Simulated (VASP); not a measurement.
Runs of VASP 6.6.1 on Be. The structure is that of space group P6/mmm (No. 191), or close to it. The cells are those of the table. This isn't the form of Be at room conditions, which is hcp.

```tsv
task	cell	cutoff (eV)	gap on the mesh (eV)	pressure (GPa)
single point	a = 2.700, b = 2.700, c = 1.608 Å, angles 90.0, 90.0, 120.0°, 3 atoms	520	none	424.1
single point	a = 2.701, b = 2.701, c = 1.609 Å, angles 90.0, 90.0, 120.0°, 3 atoms	520	none	(a)
relaxation of cell and atoms	relaxed to 420 GPa from a = 2.662, b = 2.662, c = 1.651 Å, angles 90.0, 90.0, 120.0°, 3 atoms	600	none	420.1
relaxation of cell and atoms	relaxed to 420 GPa from a = 2.701, b = 2.701, c = 1.609 Å, angles 90.0, 90.0, 120.0°, 3 atoms	600	none	420.0
```

Alike in all rows: level PBE; potentials or basis VASP PAW PBE potentials, release 64 (Be); no spin polarisation; k mesh 13 × 13 × 19; smearing fermi-dirac 0.08 eV.

Estimate the missing entries.

(a) 423.4.

Caveats: the cell stands under pressure (at least some runs); the cell is relaxed towards a set pressure, so the run minimises the enthalpy, not the energy (at least some runs).

A gap of «none» marks levels without a gap at the run's occupations.
